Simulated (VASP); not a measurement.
Ga, 3 atoms in the cell. It takes space group R-3m (No. 166, trigonal). The conventional cell has a = 2.939 Å, b = 2.939 Å, c = 21.207 Å, α = 90.00°, β = 90.00°, γ = 120.00°. Ga (site symmetry -3m) has 12 Ga at 2.90 to 2.94 Å within 3.8 Å. Within 3.8 Å of Ga (site symmetry 3m) lie 12 Ga at 2.90 to 2.94 Å. 

- Program: VASP 6.6.1
- Task: single point
- Functional: PBEsol
- Potentials or basis: VASP PAW PBE potentials, release 64 (Ga_d)
- Cutoff: 520 eV
- k mesh: 6 × 6 × 6
- Occupations: gaussian, width 0.1 eV
- Spin: no spin polarisation
- Dipole correction: no
- Further INCAR settings: ALGO = Normal; EDIFF = 1e-06; NBANDS = 26

Potentials or basis: VASP PAW PBE potentials, release 64 (Ga_d).

The run is started by

```bash
$ cat potpaw_PBE.64/Ga_d/POTCAR > POTCAR
$ mpirun -np 1 vasp_std > vasp.out
```

Hardware: 1 thread of Intel(R) Xeon(R) 6975P-C (Granite Rapids), with other jobs on the host.

Question: Estimate the wall time of this run.

Answer: Wall time 79 s on 1 thread of Intel(R) Xeon(R) 6975P-C (Granite Rapids), with other jobs on the host, peak memory 0.37 GiB. Counts: scf iterations 12, k points 32.
